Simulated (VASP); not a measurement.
# MnS (I-4m2) in VASP: single point with PBEsol

Aim: the single point of MnS with PBEsol.

Program: VASP 6.6.1. These are calculated values, not measurements. Logs are shortened: lines on timing, memory, paths and dates and some standing lists are left out, and cuts for length are marked.

**1. The cell of the first run**

The structure is tetragonal, space group I-4m2 (No. 119). Conventional cell: a = 3.861 Å, b = 3.861 Å, c = 5.600 Å, α = 90.00°, β = 90.00°, γ = 90.00°. Mn (site symmetry -4m2) has 4 S at 2.38 Å within 3.2 Å. Within 3.2 Å of S (site symmetry -4m2) lie 4 Mn at 2.38 Å.

**2. Single point, PBEsol, collinear spin, ferromagnetic start (strain -0.025 along x and y, +0.000 along z)**

INCAR

```
SYSTEM = MnS
  PREC = Accurate
  ENCUT = 520
  EDIFF = 1E-6
  ISMEAR = 0
  SIGMA = 0.15
  LREAL = .False.
  LASPH = .True.
  NELM = 150
  ALGO = Normal
  ISIF = 2
  LWAVE = .False.
  LCHARG = .False.
  ISPIN = 2
  MAGMOM = 4.52 0.12
  LORBIT = 11
  LMAXMIX = 4
  GGA = PS
  NBANDS = 20
```

KPOINTS

```
regular mesh
0
Gamma
  14 14 14
  0 0 0
```

POSCAR

```
MnS
1.0
    0.0000000000      2.7300000000      2.8000000000
    2.7300000000      0.0000000000      2.8000000000
    2.7300000000      2.7300000000      0.0000000000
Mn S
1 1
Direct
    0.0000000000      0.0000000000      0.0000000000
    0.7500000000      0.7500000000      0.7500000000
```

Potentials or basis: VASP PAW PBE potentials, release 64 (Mn_pv, S).

The run is started by

```sh
$ cat potpaw_PBE.64/Mn_pv/POTCAR potpaw_PBE.64/S/POTCAR > POTCAR
$ mpirun -np 1 vasp_std > vasp.out
```

OUTCAR:

```text
SYSTEM = MnS
   PREC = Accurate
   ENCUT = 520
   EDIFF = 1E-6
   ISMEAR = 0
   LREAL = .False.
   LASPH = .True.
   NELM = 150
   ISIF = 2
   ISPIN = 2
   LORBIT = 11
   GGA = PS

 ion  position               nearest neighbor table
   1  0.000  0.000  0.000-   2 2.38   2 2.38   2 2.38   2 2.38
   2  0.750  0.750  0.750-   1 2.38   1 2.38   1 2.38   1 2.38

  LATTYP: Found a body centered tetragonal cell.
 ALAT       =     3.8608030253
 C/A-ratio  =     1.4504754486

  Lattice vectors:

 A1 = (  -2.7300000000,   0.0000000000,   2.8000000000)
 A2 = (   2.7300000000,   0.0000000000,   2.8000000000)
 A3 = (   0.0000000000,   2.7300000000,  -2.8000000000)

Analysis of symmetry for initial positions (statically):
=====================================================================
 Subroutine PRICEL returns:
 Original cell was already a primitive cell.

 Routine SETGRP: Setting up the symmetry group for a
 body centered tetragonal supercell.

 Subroutine GETGRP returns: Found  8 space group operations
 (whereof  8 operations were pure point group operations)
 out of a pool of 16 trial point group operations.

The static configuration has the point symmetry D_2d.

Analysis of symmetry for dynamics (positions and initial velocities):
=====================================================================
 Subroutine PRICEL returns:
 Original cell was already a primitive cell.

 Routine SETGRP: Setting up the symmetry group for a
 body centered tetragonal supercell.

 Subroutine GETGRP returns: Found  8 space group operations
 (whereof  8 operations were pure point group operations)
 out of a pool of 16 trial point group operations.

The dynamic configuration has the point symmetry D_2d.

Analysis of structural, dynamic, and magnetic symmetry:
=====================================================================
 Subroutine PRICEL returns:
 Original cell was already a primitive cell.

 Routine SETGRP: Setting up the symmetry group for a
 body centered tetragonal supercell.

 Subroutine GETGRP returns: Found  8 space group operations
 (whereof  8 operations were pure point group operations)
 out of a pool of 16 trial point group operations.

The overall configuration has the point symmetry D_2d.

 Subroutine INISYM returns: Found  8 space group operations
 (whereof  8 operations are pure point group operations),
 and found     1 'primitive' translations

----------------------------------------------------------------------------------------

                                     Primitive cell

  volume of cell :      41.7362

  direct lattice vectors                    reciprocal lattice vectors
     0.000000000  2.730000000  2.800000000    -0.183150183  0.183150183  0.178571429
     2.730000000  0.000000000  2.800000000     0.183150183 -0.183150183  0.178571429
     2.730000000  2.730000000  0.000000000     0.183150183  0.183150183 -0.178571429

  length of vectors
     3.910613763  3.910613763  3.860803025     0.314604091  0.314604091  0.314604091

  position of ions in fractional coordinates (direct lattice)
     0.000000000  0.000000000  0.000000000
     0.750000000  0.750000000  0.750000000

  ion indices of the primitive-cell ions
   primitive index   ion index
                 1           1
                 2           2

----------------------------------------------------------------------------------------

 KPOINTS: regular mesh

Automatic generation of k-mesh.
 Grid dimensions read from file:
 generate k-points for:   14   14   14

 Generating k-lattice:

  Cartesian coordinates                     Fractional coordinates (reciprocal lattice)
    -0.013082156  0.013082156  0.012755102     0.071428571  0.000000000  0.000000000
     0.013082156 -0.013082156  0.012755102     0.000000000  0.071428571  0.000000000
     0.013082156  0.013082156 -0.012755102    -0.000000000 -0.000000000  0.071428571

  Length of vectors
     0.022471721  0.022471721  0.022471721

  Shift w.r.t. Gamma in fractional coordinates (k-lattice)
     0.000000000  0.000000000  0.000000000

 Subroutine IBZKPT returns following result:
 ===========================================

 Found    244 irreducible k-points:

 Following reciprocal coordinates:
            Coordinates               Weight
  0.000000  0.000000  0.000000      1.000000
  0.071429  0.000000  0.000000      8.000000
  0.142857  0.000000  0.000000      8.000000
  0.214286  0.000000  0.000000      8.000000
  0.285714 -0.000000  0.000000      8.000000
  0.357143  0.000000  0.000000      8.000000
[... 16 lines left out ...]
  0.214286  0.142857  0.000000      8.000000
  0.285714  0.142857  0.000000      8.000000
 [... further k-points ...]
   k-points           NKPTS =    244   k-points in BZ     NKDIM =    244   number of bands    NBANDS=     20
   number of dos      NEDOS =    301   number of ions     NIONS =      2
   total plane-waves  NPLWV =  27000
   dimension x,y,z NGX =    30 NGY =   30 NGZ =   30
   dimension x,y,z NGXF=    60 NGYF=   60 NGZF=   60
   ions per type =               1   1
   NGX,Y,Z   is equivalent  to a cutoff of  12.75, 12.75, 12.92 a.u.
   NGXF,Y,Z  is equivalent  to a cutoff of  25.51, 25.51, 25.84 a.u.
 SYSTEM =  MnS
   PREC   = accura    normal or accurate (medium, high low for compatibility)
   ISTART =      0    job   : 0-new  1-cont  2-samecut
   ICHARG =      2    charge: 1-file 2-atom 10-const
   ISPIN  =      2    spin polarized calculation?
   LNONCOLLINEAR =      F non collinear calculations
   LSORBIT =      F    spin-orbit coupling
   LASPH  =      T    aspherical Exc in radial PAW
   ENCUT  =  520.0 eV  38.22 Ry    6.18 a.u.   7.27  7.27  7.18*2*pi/ulx,y,z
   NELM   =    150;   NELMIN=  2; NELMDL= -5     # of ELM steps
   EDIFF  = 0.1E-05   stopping-criterion for ELM
   LREAL  =      F    real-space projection
   EDIFFG = 0.1E-04   stopping-criterion for IOM
   NSW    =      0    number of steps for IOM
   IBRION =     -1    ionic relax: 0-MD 1-quasi-New 2-CG
   NFREE  =      0    steps in history (QN), initial steepest desc. (CG)
   ISIF   =      2    stress and relaxation
   ISYM   =      2    0-nonsym 1-usesym 2-fastsym
   POTIM  = 0.5000    time-step for ionic-motion
   TEBEG  =    0.0;   TEEND  =   0.0 temperature during run
   PSTRESS=    0.0 pullay stress
   NELECT =      19.0000    total number of electrons
   NUPDOWN=      -1.0000    fix difference up-down
   EMIN   =  10.00;   EMAX   =-10.00  energy-range for DOS
   EFERMI =   0.00;   METHOD = LEGACY
   ISMEAR =     0;   SIGMA  =   0.15  broadening in eV -4-tet -1-fermi 0-gaus
   EFERMI_NEDOS =   21; number of points for ismear=-14 and -15
   IALGO  =     38    algorithm
   IMIX   =      4    mixing-type and parameters
     AMIX     =   0.40;   BMIX     =  1.00
     AMIX_MAG =   1.60;   BMIX_MAG =  1.00
  volume/ion in A,a.u.               =      20.87       140.83
  Fermi-wavevector in a.u.,A,eV,Ry     =   1.259375  2.379873 21.579171  1.586024
  Thomas-Fermi vector in A             =   2.392938
   LORBIT       =     11    0 simple, 1 ext, 2 COOP (PROOUT), +10 PAW based schemes
   GGA     = PS    functional components
   LHFCALC =     F    Hartree Fock is set to
   AEXX    =    0.0000 exact exchange contribution
   IVDW    =     0    specifies the selected vdW correction
   LEPSILON=     F    determine dielectric tensor
   LRPA    =     F    only Hartree local field effects (RPA)
 spin polarized calculation
 Gauss-broadening in eV      SIGMA  =   0.15
  energy-cutoff  :      520.00
  volume of cell :       41.74
 maximum number of plane-waves:      1144
 NGX is ok and might be reduce to    30
   NGX = 15   NGY = 15   NGZ = 15

 number of electron      19.0000006 magnetization       4.7109849

 Free energy of the ion-electron system (eV)
  ---------------------------------------------------
  ext. energy  EPLUGINS =         0.00000000
  ---------------------------------------------------
  free energy    TOTEN  =       -14.77630374 eV

  energy without entropy =      -14.76160020  energy(sigma->0) =      -14.76895197

 E-fermi :   4.7000     XC(G=0):  -9.7742

 val. band max:        4.6985449766   @ k =  -0.3571   0.2143   0.4286
 cond. band min:       4.7063696354   @ k =  -0.4286   0.3571   0.0714
 fundamental gap:      0.0078246588
 Fermi energy:         4.6999760384

 spin component 1

 k-point     1 :       0.0000    0.0000    0.0000
  band No.  band energies     occupation
      1     -45.6666      1.00000
      2     -45.6666      1.00000
      3     -45.6619      1.00000
      4      -9.3460      1.00000
      5      -0.1973      1.00000
      6      -0.1615      1.00000
[... 12 lines left out ...]
     19      17.0252      0.00000
     20      17.2657      0.00000

 k-point     2 :       0.0714    0.0000    0.0000
  band No.  band energies     occupation
      1     -45.6668      1.00000
      2     -45.6667      1.00000
      3     -45.6620      1.00000
      4      -9.3125      1.00000
      5      -0.2355      1.00000
      6      -0.1684      1.00000
[... 498 lines left out ...]
 k-point    24 :       0.2857    0.1429    0.0000
  band No.  band energies     occupation
      1     -45.6679      1.00000
      2     -45.6672      1.00000
      3     -45.6635      1.00000
      4      -8.9293      1.00000
      5      -0.7703      1.00000
      6      -0.0165      1.00000
[... 12 lines left out ...]
     19      17.4167      0.00000
     20      20.4908      0.00000

 [... further k-points ...]

 spin component 2

 k-point     1 :       0.0000    0.0000    0.0000
  band No.  band energies     occupation
      1     -41.2956      1.00000
      2     -41.2956      1.00000
      3     -41.2944      1.00000
      4      -9.0250      1.00000
      5       1.3086      1.00000
      6       1.3563      1.00000
[... 12 lines left out ...]
     19      17.8384      0.00000
     20      18.2185      0.00000

 k-point     2 :       0.0714    0.0000    0.0000
  band No.  band energies     occupation
      1     -41.2958      1.00000
      2     -41.2956      1.00000
      3     -41.2945      1.00000
      4      -8.9934      1.00000
      5       1.2130      1.00000
      6       1.3328      1.00000
[... 498 lines left out ...]
 k-point    24 :       0.2857    0.1429    0.0000
  band No.  band energies     occupation
      1     -41.2980      1.00000
      2     -41.2964      1.00000
      3     -41.2959      1.00000
      4      -8.6324      1.00000
      5       0.2621      1.00000
      6       1.3249      1.00000
[... 12 lines left out ...]
     19      18.3002      0.00000
     20      21.3498      0.00000

 [... further k-points ...]
[... 5 lines left out ...]
  --------------------------------------------------------------------------------------
  -------------------------------------------------------------------------------------
  Total       -0.0962536     -0.0962536     -0.2257225      0.0000000      0.0000000      0.0000000
  in kB       -3.6949966     -3.6949966     -8.6650724      0.0000000      0.0000000      0.0000000
  external PRESSURE =      -5.3516886 kB  Pullay stress =       0.0000000 kB

 VOLUME and BASIS-vectors are now :
 -----------------------------------------------------------------------------
  energy-cutoff  :      520.00
  volume of cell :       41.74
      direct lattice vectors                 reciprocal lattice vectors
     0.000000000  2.730000000  2.800000000    -0.183150183  0.183150183  0.178571429
     2.730000000  0.000000000  2.800000000     0.183150183 -0.183150183  0.178571429
     2.730000000  2.730000000  0.000000000     0.183150183  0.183150183 -0.178571429

 POSITION                                       TOTAL-FORCE (eV/Angst)
 -----------------------------------------------------------------------------------
      0.00000      0.00000      0.00000        -0.000000      0.000000     -0.000000
      4.09500      4.09500      4.20000         0.000000     -0.000000      0.000000
 -----------------------------------------------------------------------------------
    total drift:                                0.000000      0.000000      0.000000

  FREE ENERGIE OF THE ION-ELECTRON SYSTEM (eV)
  ---------------------------------------------------
  free  energy   TOTEN  =       -14.7763037437 eV

  energy  without entropy=      -14.7616002047  energy(sigma->0) =      -14.76895197

 total charge

# of ion       s       p       d       tot
------------------------------------------
    1        0.273   6.234   4.928  11.436
    2        1.311   2.426   0.000   3.737
--------------------------------------------------
tot          1.584   8.660   4.928  15.172

 magnetization (x)

# of ion       s       p       d       tot
------------------------------------------
    1        0.048   0.068   4.059   4.175
    2        0.010   0.053   0.000   0.062
--------------------------------------------------
tot          0.058   0.121   4.059   4.237
```

Wall time 5.9 min (1 thread of Intel Xeon Platinum 8259CL at 2.50GHz (Skylake/Cascade Lake), shared host); peak memory 0.41 GiB.

What came out:

```yaml
Free_energy: -14.7763 eV
Pressure: -0.5 GPa
Net_moment: 4.71 μB per cell
Site_moments: Mn +4.17; S +0.06 μB
Valence_electrons_inside_the_program's_atomic_spheres: Mn 11.44; S 3.74
```

Caveat: the cell differs from its parent crystal (strain -0.025 along x and y, +0.000 along z); the PAW data sets were made with another functional, which shifts forces and pressure a little; a cell with one magnetic atom can't hold antiferromagnetic order, which such compounds often take; semilocal functionals often make such compounds metallic where correlation or magnetic order opens a gap, which also shifts bond lengths.
